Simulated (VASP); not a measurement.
Wanted: the native input for a VASP 6.6.1 run.

```yaml
Task: single point
Functional: PBEsol
Potentials_or_basis: VASP PAW PBE potentials, release 64 (Bi_d)
Cutoff: 520 eV
k_mesh: 6 × 6 × 6
Occupations: gaussian, width 0.1 eV
Spin: no spin polarisation
Dipole_correction: no
Further_INCAR_settings: ALGO = Fast; EDIFF = 1e-06; NBANDS = 22
```

The structure of Bi lies in POSCAR:

```
Bi
1.0
    0.0000000000      3.3975022875      3.3975022875
    3.3975022875      0.0000000000      3.3975022875
    3.3975022875      3.3975022875      0.0000000000
Bi
2
Direct
    0.5000000000      0.5000000000      0.5000000000
    0.7500000000      0.7500000000      0.7500000000
```

One way to write it, as run:

INCAR

```
SYSTEM = Bi
PREC     = Accurate       ! precision mode
ENCUT    = 520            ! plane-wave cutoff, eV
EDIFF    = 1E-6           ! SCF threshold, eV
ISMEAR   = 0              ! smearing method
SIGMA    = 0.1            ! smearing width, eV
LREAL    = .False.        ! projectors in reciprocal space
LASPH    = .True.         ! aspherical terms in the spheres
NELM     = 60             ! most SCF steps
ALGO     = Fast           ! electronic algorithm
ISIF     = 2              ! what is computed and relaxed
LWAVE    = .False.        ! write WAVECAR
LCHARG   = .True.         ! write CHGCAR
GGA      = PS             ! functional
LELF     = .True.         ! ELF
LVHAR    = .True.       
NBANDS   = 22             ! bands
```

KPOINTS

```
Automatic mesh
0
Gamma
  6 6 6
  0 0 0
```

Potentials or basis: VASP PAW PBE potentials, release 64 (Bi_d).

Run with:

```console
$ cat potpaw_PBE.64/Bi_d/POTCAR > POTCAR
$ mpirun -np 1 vasp_std > vasp.out
```

It gave:

```json
{
 "Pressure": "7.5 GPa",
 "Band gap on the k mesh": "zero (band 15 reaches 5.74 eV, above the bottom of band 16 at 4.72 eV)"
}
```

Caveat: the PAW data sets were made with another functional, which shifts forces and pressure a little; spin-orbit coupling is left out, which moves the levels of the heavy elements.

It took 37 s on 1 thread of Intel(R) Xeon(R) Platinum 8259CL CPU @ 2.50GHz (Skylake/Cascade Lake) (shared host), peak memory 0.2 GiB.
